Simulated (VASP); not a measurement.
# MgB2 (P6/mmm) in VASP: a series of runs

MgB2 is run at these levels: LDA; tasks: electric field gradients.

All numbers are computed with VASP 6.6.1; they aren't measurements. Logs are shortened: lines on timing, memory, paths and dates and some standing lists are left out, and cuts for length are marked.

**1. The cell of the first run**

It takes space group P6/mmm (No. 191, hexagonal). The conventional cell has a = 3.075 Å, b = 3.075 Å, c = 3.511 Å, α = 90.00°, β = 90.00°, γ = 120.00°. Within 3.3 Å of Mg (site symmetry 6/mmm) lie 12 B at 2.50 Å and 6 Mg at 3.07 Å. B (site symmetry -6m2) has 3 B at 1.78 Å within 2.4 Å.

**2. Electric field gradients, LDA (volume scaled by 0.99)**

File INCAR:

```
PREC = Accurate
ENCUT = 520
EDIFF = 1E-8
ISMEAR = -1
SIGMA = 0.05
LREAL = False
LASPH = True
NELM = 60
ALGO = Normal
ISIF = 2
LWAVE = False
LCHARG = False
GGA = CA
LEFG = True
NBANDS = 11
```

File KPOINTS:

```
regular mesh
0
Gamma
  12 12 9
```

File POSCAR:

```
MgB2
1.0
    3.0746829003      0.0000000000      0.0000000000
   -1.5373414502      2.6627535003      0.0000000000
    0.0000000000      0.0000000000      3.5112173033
Mg B
1 2
Direct
    0.0000000000      0.0000000000      0.0000000000
    0.3333333333      0.6666666667      0.5000000000
    0.6666666667      0.3333333333      0.5000000000
```

Potentials or basis: VASP PAW LDA potentials, release 64 (Mg, B).

Launch:

```sh
> cat potpaw_LDA.64/Mg/POTCAR potpaw_LDA.64/B/POTCAR > POTCAR
> mpirun -np 1 vasp_std > vasp.out
```

OUTCAR:

```text
PREC = Accurate
   ENCUT = 520
   EDIFF = 1E-8
   ISMEAR = -1
   LREAL = False
   LASPH = True
   NELM = 60
   ISIF = 2
   GGA = CA

 ion  position               nearest neighbor table
   1  0.000  0.000  0.000-   2 2.50   3 2.50   2 2.50   3 2.50   3 2.50   3 2.50   2 2.50   2 2.50
                             3 2.50   3 2.50   2 2.50   2 2.50
   2  0.333  0.667  0.500-   3 1.78   3 1.78   3 1.78   1 2.50   1 2.50   1 2.50   1 2.50   1 2.50
                             1 2.50
   3  0.667  0.333  0.500-   2 1.78   2 1.78   2 1.78   1 2.50   1 2.50   1 2.50   1 2.50   1 2.50
                             1 2.50

  LATTYP: Found a hexagonal cell.
 ALAT       =     3.0746829003
 C/A-ratio  =     1.1419770484

  Lattice vectors:

 A1 = (   3.0746829003,   0.0000000000,   0.0000000000)
 A2 = (  -1.5373414502,   2.6627535003,   0.0000000000)
 A3 = (   0.0000000000,   0.0000000000,   3.5112173033)

Analysis of symmetry for initial positions (statically):
=====================================================================
 Subroutine PRICEL returns:
 Original cell was already a primitive cell.

 Routine SETGRP: Setting up the symmetry group for a
 hexagonal supercell.

 Subroutine GETGRP returns: Found 24 space group operations
 (whereof 24 operations were pure point group operations)
 out of a pool of 24 trial point group operations.

The static configuration has the point symmetry D_6h.

Analysis of symmetry for dynamics (positions and initial velocities):
=====================================================================
 Subroutine PRICEL returns:
 Original cell was already a primitive cell.

 Routine SETGRP: Setting up the symmetry group for a
 hexagonal supercell.

 Subroutine GETGRP returns: Found 24 space group operations
 (whereof 24 operations were pure point group operations)
 out of a pool of 24 trial point group operations.

The dynamic configuration has the point symmetry D_6h.

 Subroutine INISYM returns: Found 24 space group operations
 (whereof 24 operations are pure point group operations),
 and found     1 'primitive' translations

----------------------------------------------------------------------------------------

                                     Primitive cell

  volume of cell :      28.7468

  direct lattice vectors                    reciprocal lattice vectors
     3.074682900  0.000000000  0.000000000     0.325236791  0.187775549  0.000000000
    -1.537341450  2.662753500  0.000000000     0.000000000  0.375551098  0.000000000
     0.000000000  0.000000000  3.511217303     0.000000000  0.000000000  0.284801513

  length of vectors
     3.074682900  3.074682900  3.511217303     0.375551098  0.375551098  0.284801513

  position of ions in fractional coordinates (direct lattice)
     0.000000000  0.000000000  0.000000000
     0.333333333  0.666666667  0.500000000
     0.666666667  0.333333333  0.500000000

  ion indices of the primitive-cell ions
   primitive index   ion index
                 1           1
                 2           2
                 3           3

----------------------------------------------------------------------------------------

 KPOINTS: regular mesh

Automatic generation of k-mesh.
 Grid dimensions read from file:
 generate k-points for:   12   12    9

 Generating k-lattice:

  Cartesian coordinates                     Fractional coordinates (reciprocal lattice)
     0.027103066  0.015647962  0.000000000     0.083333333  0.000000000  0.000000000
     0.000000000  0.031295925  0.000000000     0.000000000  0.083333333  0.000000000
     0.000000000  0.000000000  0.031644613     0.000000000  0.000000000  0.111111111

  Length of vectors
     0.031295925  0.031295925  0.031644613

  Shift w.r.t. Gamma in fractional coordinates (k-lattice)
     0.000000000  0.000000000  0.000000000

 Subroutine IBZKPT returns following result:
 ===========================================

 Found     95 irreducible k-points:

 Following reciprocal coordinates:
            Coordinates               Weight
  0.000000  0.000000  0.000000      1.000000
  0.083333  0.000000  0.000000      6.000000
  0.166667  0.000000  0.000000      6.000000
  0.250000  0.000000  0.000000      6.000000
  0.333333  0.000000  0.000000      6.000000
  0.416667  0.000000  0.000000      6.000000
[... 16 lines left out ...]
  0.250000  0.000000  0.111111     12.000000
  0.333333  0.000000  0.111111     12.000000
 [... further k-points ...]
   k-points           NKPTS =     95   k-points in BZ     NKDIM =     95   number of bands    NBANDS=     11
   number of dos      NEDOS =    301   number of ions     NIONS =      3
   total plane-waves  NPLWV =  16128
   dimension x,y,z NGX =    24 NGY =   24 NGZ =   28
   dimension x,y,z NGXF=    48 NGYF=   48 NGZF=   56
   ions per type =               1   2
   NGX,Y,Z   is equivalent  to a cutoff of  12.98, 12.98, 13.26 a.u.
   NGXF,Y,Z  is equivalent  to a cutoff of  25.95, 25.95, 26.51 a.u.
 SYSTEM =  unknown system
   PREC   = accura    normal or accurate (medium, high low for compatibility)
   ISTART =      0    job   : 0-new  1-cont  2-samecut
   ICHARG =      2    charge: 1-file 2-atom 10-const
   ISPIN  =      1    spin polarized calculation?
   LNONCOLLINEAR =      F non collinear calculations
   LSORBIT =      F    spin-orbit coupling
   LASPH  =      T    aspherical Exc in radial PAW
   ENCUT  =  520.0 eV  38.22 Ry    6.18 a.u.   5.72  5.72  6.53*2*pi/ulx,y,z
   NELM   =     60;   NELMIN=  2; NELMDL= -5     # of ELM steps
   EDIFF  = 0.1E-07   stopping-criterion for ELM
   LREAL  =      F    real-space projection
   EDIFFG = 0.1E-06   stopping-criterion for IOM
   NSW    =      0    number of steps for IOM
   IBRION =     -1    ionic relax: 0-MD 1-quasi-New 2-CG
   NFREE  =      0    steps in history (QN), initial steepest desc. (CG)
   ISIF   =      2    stress and relaxation
   ISYM   =      2    0-nonsym 1-usesym 2-fastsym
   POTIM  = 0.5000    time-step for ionic-motion
   TEBEG  =    0.0;   TEEND  =   0.0 temperature during run
   PSTRESS=    0.0 pullay stress
   NELECT =       8.0000    total number of electrons
   NUPDOWN=      -1.0000    fix difference up-down
   EMIN   =  10.00;   EMAX   =-10.00  energy-range for DOS
   EFERMI =   0.00;   METHOD = LEGACY
   ISMEAR =    -1;   SIGMA  =   0.05  broadening in eV -4-tet -1-fermi 0-gaus
   EFERMI_NEDOS =   21; number of points for ismear=-14 and -15
   IALGO  =     38    algorithm
   IMIX   =      4    mixing-type and parameters
     AMIX     =   0.40;   BMIX     =  1.00
     AMIX_MAG =   1.60;   BMIX_MAG =  1.00
  volume/ion in A,a.u.               =       9.58        64.66
  Fermi-wavevector in a.u.,A,eV,Ry     =   1.068830  2.019795 15.543252  1.142397
  Thomas-Fermi vector in A             =   2.204490
   LORBIT       =      0    0 simple, 1 ext, 2 COOP (PROOUT), +10 PAW based schemes
   GGA     = CA    functional components
   LHFCALC =     F    Hartree Fock is set to
   AEXX    =    0.0000 exact exchange contribution
   IVDW    =     0    specifies the selected vdW correction
   LEPSILON=     F    determine dielectric tensor
   LRPA    =     F    only Hartree local field effects (RPA)
 non-spin polarized calculation
  energy-cutoff  :      520.00
  volume of cell :       28.75
 maximum number of plane-waves:       788
 NGX is ok and might be reduce to    24
   NGX = 11   NGY = 11   NGZ = 13

 number of electron       8.0000000 magnetization

 Free energy of the ion-electron system (eV)
  ---------------------------------------------------
  ext. energy  EPLUGINS =         0.00000000
  ---------------------------------------------------
  free energy    TOTEN  =       -17.26610717 eV

  energy without entropy =      -17.26180465  energy(sigma->0) =      -17.26395591

 E-fermi :   5.2487     XC(G=0): -11.1351

 val. band max:        5.2432862652   @ k =   0.4167   0.1667   0.1111
 cond. band min:       5.2871855644   @ k =   0.2500   0.2500   0.4444
 fundamental gap:      0.0438992992
 Fermi energy:         5.2487156723

 k-point     1 :       0.0000    0.0000    0.0000
  band No.  band energies     occupation
      1      -7.0671      2.00000
      2       2.3346      2.00000
      3       5.6380      0.00083
      4       5.6380      0.00083
      5       6.9595      0.00000
      6      11.5892      0.00000
      7      11.5892      0.00000
      8      13.6078      0.00000
      9      15.1810      0.00000
     10      17.9132      0.00000
     11      21.3803      0.00000

 k-point     2 :       0.0833    0.0000    0.0000
  band No.  band energies     occupation
      1      -6.9464      2.00000
      2       2.4526      2.00000
      3       5.0391      1.97021
      4       5.3535      0.21914
      5       7.0659      0.00000
      6      11.5129      0.00000
      7      12.1165      0.00000
      8      13.8415      0.00000
      9      14.7624      0.00000
     10      18.5093      0.00000
     11      20.8234      0.00000

 k-point     3 :       0.1667    0.0000    0.0000
  band No.  band energies     occupation
      1      -6.5857      2.00000
      2       2.8039      2.00000
      3       3.6288      2.00000
      4       4.7272      1.99994
      5       7.3951      0.00000
      6      11.1544      0.00000
      7      13.4595      0.00000
      8      13.6366      0.00000
      9      14.3952      0.00000
     10      19.8707      0.00000
     11      20.0114      0.00000

 k-point     4 :       0.2500    0.0000    0.0000
  band No.  band energies     occupation
      1      -5.9893      2.00000
      2       1.9383      2.00000
      3       3.3784      2.00000
      4       4.0719      2.00000
      5       7.9212      0.00000
      6      10.6909      0.00000
      7      12.1034      0.00000
      8      14.5446      0.00000
      9      15.2596      0.00000
     10      19.1122      0.00000
     11      19.5608      0.00000
[... 239 lines left out ...]
 k-point    22 :       0.1667    0.0000    0.1111
  band No.  band energies     occupation
      1      -6.4808      2.00000
      2       2.0187      2.00000
      3       3.6886      2.00000
      4       4.7643      1.99988
      5       8.4001      0.00000
      6      11.2311      0.00000
      7      12.9152      0.00000
      8      13.5002      0.00000
      9      15.0119      0.00000
     10      18.9974      0.00000
     11      19.1538      0.00000

 k-point    23 :       0.2500    0.0000    0.1111
  band No.  band energies     occupation
      1      -5.8874      2.00000
      2       1.9936      2.00000
      3       2.6240      2.00000
      4       4.1068      2.00000
      5       8.8556      0.00000
      6      10.7456      0.00000
      7      11.5109      0.00000
      8      15.2130      0.00000
      9      15.3011      0.00000
     10      18.3423      0.00000
     11      18.4329      0.00000

 k-point    24 :       0.3333    0.0000    0.1111
  band No.  band energies     occupation
      1      -5.0676      2.00000
      2       0.3074      2.00000
      3       3.4095      2.00000
      4       3.5785      2.00000
      5       9.0907      0.00000
      6       9.9310      0.00000
      7      10.7595      0.00000
      8      14.6755      0.00000
      9      17.1336      0.00000
     10      17.8827      0.00000
     11      18.0889      0.00000

 [... further k-points ...]
[... 5 lines left out ...]
  --------------------------------------------------------------------------------------
  -------------------------------------------------------------------------------------
  Total       -1.2500823     -1.2500823     -1.1575140      0.0000000     -0.0000000     -0.0000000
  in kB      -69.6723036    -69.6723036    -64.5130865      0.0000000     -0.0000000     -0.0000000
  external PRESSURE =     -67.9525646 kB  Pullay stress =       0.0000000 kB

 VOLUME and BASIS-vectors are now :
 -----------------------------------------------------------------------------
  energy-cutoff  :      520.00
  volume of cell :       28.75
      direct lattice vectors                 reciprocal lattice vectors
     3.074682900  0.000000000  0.000000000     0.325236791  0.187775549  0.000000000
    -1.537341450  2.662753500  0.000000000     0.000000000  0.375551098  0.000000000
     0.000000000  0.000000000  3.511217303     0.000000000  0.000000000  0.284801513

 POSITION                                       TOTAL-FORCE (eV/Angst)
 -----------------------------------------------------------------------------------
      0.00000      0.00000      0.00000         0.000000     -0.000000      0.000000
     -0.00000      1.77517      1.75561         0.000000      0.000000      0.000000
      1.53734      0.88758      1.75561        -0.000000     -0.000000      0.000000
 -----------------------------------------------------------------------------------
    total drift:                                0.000000     -0.000000      0.000000

  FREE ENERGIE OF THE ION-ELECTRON SYSTEM (eV)
  ---------------------------------------------------
  free  energy   TOTEN  =       -17.2661071650 eV

  energy  without entropy=      -17.2618046521  energy(sigma->0) =      -17.26395591

 Electric field gradients (V/A^2)
---------------------------------------------------------------------
 ion       V_xx      V_yy      V_zz      V_xy      V_xz      V_yz
---------------------------------------------------------------------
   1       0.196     0.196    -0.392    -0.000     0.000     0.000
   2     -10.044   -10.044    20.087    -0.000     0.000    -0.000
   3     -10.044   -10.044    20.087    -0.000     0.000     0.000
---------------------------------------------------------------------

 Electric field gradients after diagonalization (V/A^2)
 (convention: |V_zz| > |V_xx| > |V_yy|)
----------------------------------------------------------------------
 ion       V_xx      V_yy      V_zz     asymmetry (V_yy - V_xx)/ V_zz
----------------------------------------------------------------------
   1       0.196     0.196    -0.392       0.000
   2     -10.044   -10.044    20.087       0.000
   3     -10.044   -10.044    20.087       0.000
----------------------------------------------------------------------

           NMR quadrupolar parameters

 Cq : quadrupolar parameter    Cq=e*Q*V_zz/h
 eta: asymmetry parameters     (V_yy - V_xx)/ V_zz
 Q  : nuclear electric quadrupole moment in mb (millibarn)
----------------------------------------------------------------------
 ion       Cq(MHz)       eta       Q (mb)
----------------------------------------------------------------------
   1      -0.001       0.000       1.000
   2       0.049       0.000       1.000
   3       0.049       0.000       1.000
----------------------------------------------------------------------
```

Run time: 39 s. Hardware: 1 thread of Intel Xeon 6975P-C, shared host; peak memory 0.15 GiB.

Results:

```
Free energy            : -17.2661 eV
Pressure               : -6.8 GPa
Band gap on the k mesh : zero (band 4 reaches 7.08 eV, above the bottom of band 5 at 3.36 eV)
```

Electric field gradients, principal values (V/Å²):
```csv
atom,least,middle,greatest (by size)
1 Mg,0.196,0.196,-0.392
2 B,-10.044,-10.044,20.087
3 B,-10.044,-10.044,20.087
```

Caveat: without QUAD_EFG the Cq values of the log hold for a quadrupole moment of 1 mb, not for the nuclei.

(Part 1 of 3 ends here.)
